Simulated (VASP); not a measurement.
Wanted: the native input for a VASP 6.6.1 run.

| Property | Result |
| --- | --- |
| Task | single point |
| Functional | PBE |
| Potentials or basis | VASP PAW PBE potentials, release 64 (C) |
| Cutoff | 520 eV |
| k mesh | 12 × 12 × 4 |
| Occupations | gaussian, width 0.05 eV |
| Spin | no spin polarisation |
| Dipole correction | no |
| Further INCAR settings | ALGO = Normal; EDIFF = 1e-07; NBANDS = 26 |

The structure of C lies in POSCAR:

```
C
1.0
    2.5180642186      0.0000000000      0.0000000000
   -1.2590321093      2.1807075817      0.0000000000
    0.0000000000      0.0000000000      8.3046919353
C
8
Direct
   -0.0055028011     -0.0110056021      0.0929732494
   -0.0055028011     -0.0110056021      0.5929732494
   -0.0055028011     -0.0110056021      0.4070267506
   -0.0055028011     -0.0110056021      0.9070267506
    0.3388361344      0.6776722688      0.1555299995
    0.6721694677      0.3443389355      0.6555299995
    0.3388361344      0.6776722688      0.3444700005
    0.6721694677      0.3443389355      0.8444700005
```

The input as run:

INCAR

```
SYSTEM = C
ALGO = Normal
EDIFF = 1E-7
ENCUT = 520
GGA = PE
ISIF = 2
ISMEAR = 0
LASPH = .TRUE.
LCHARG = .FALSE.
LREAL = .FALSE.
LWAVE = .FALSE.
NBANDS = 26
NELM = 100
PREC = Accurate
SIGMA = 0.05
```

KPOINTS

```
k-points
0
G
  12 12 4
  0 0 0
```

Potentials or basis: VASP PAW PBE potentials, release 64 (C).

The run is started by

```console
$ cat potpaw_PBE.64/C/POTCAR > POTCAR
$ mpirun -np 1 vasp_std > vasp.out
```

It gave:

| Property | Result |
| --- | --- |
| Pressure | 1.5 GPa |
| Largest force | 1.607 eV/Å |
| Band gap on the k mesh | 4.24 eV, indirect (least direct gap 4.88 eV) |

Caveat: forces of over 1 eV/Å act on the atoms, so gaps and moduli don't describe the material at rest.

Wall time 120 s on 1 thread of AMD EPYC 9R14 (Zen 4), with other jobs on the host, peak memory 0.2 GiB.
